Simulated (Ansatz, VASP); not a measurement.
## ZnS in VASP and in Ansatz

INCAR

```
SYSTEM = ZnS
PREC = Accurate
ENCUT = 520
EDIFF = 1E-7
ISMEAR = 0
SIGMA = 0.05
LREAL = .False.
LASPH = .True.
NELM = 60
ALGO = Normal
ISIF = 2
LWAVE = .False.
LCHARG = .False.
GGA = PE
NBANDS = 26
```

KPOINTS

```
Automatic mesh
0
Gamma
  12 12 6
  0 0 0
```

File POSCAR:

```
ZnS
1.0
    3.6585588303      0.0000000000      0.0000000000
   -1.8292794152      3.1684048883      0.0000000000
    0.0000000000      0.0000000000      6.4833600000
Zn S
2 2
Direct
    0.3333333333      0.6666666667      0.0000000000
    0.6666666667      0.3333333333      0.5000000000
    0.3333333333      0.6666666667      0.3850000000
    0.6666666667      0.3333333333      0.8850000000
```

Input for Ansatz:

```yaml
crystal:
  lattice:
    - [3.6585588303, 0.0, 0.0]
    - [-1.8292794152, 3.1684048883, 0.0]
    - [0.0, 0.0, 6.48336]
  atoms:
    - { symbol: Zn, position: [0.3333333333, 0.6666666667, 0.0] }
    - { symbol: Zn, position: [0.6666666667, 0.3333333333, 0.5] }
    - { symbol: S, position: [0.3333333333, 0.6666666667, 0.385] }
    - { symbol: S, position: [0.6666666667, 0.3333333333, 0.885] }
basis:
  ecutwfc: 420
kpoints:
  mp_grid: { grid: [12, 12, 6] }
hamiltonian:
  xc: pbe
scf:
  occupations: { method: gaussian, width: 0.05 }
output:
  forces: true
  stress: true
  eigenvalues: true
  write_density: true
  write_potential: true
  elf: true
  volumetric_format: npy
```

Change from the starting cell: strain -0.040 along x and y, +0.040 along z, atoms carried along.

Alike in both runs: task single point; functional PBE; k mesh 12 × 12 × 6; occupations gaussian, width 0.05 eV; no spin polarisation.

|  | VASP | Ansatz |
| --- | --- | --- |
| version | VASP 6.6.1 | Ansatz 0.2.0 |
| potentials or method | VASP PAW PBE potentials, release 64 (Zn, S), cutoff 520 eV | scalar-relativistic, plane waves, PAW |
| valence electrons in the cell | 36 | 36 |

Ansatz gave:

* gap on the k mesh at the Fermi level (eV): 2.19
* least direct gap on the mesh (eV): 2.19
* pressure (GPa): 7.6
* traceless stress, the component that is largest in VASP (GPa): -9.17
* rms of the force components (eV/Å): 0.451

**Question.** Which values does VASP return?

**Answer.** gap on the k mesh at the Fermi level (eV): 2.20; least direct gap on the mesh (eV): 2.20; pressure (GPa): 7.8; traceless stress, the component that is largest in VASP (GPa): -9.23; rms of the force components (eV/Å): 0.457.

Atom by atom the forces differ by 0.006 eV/Å (rms over components). With one functional, cell and mesh, what is left measures potentials, basis and numerics.
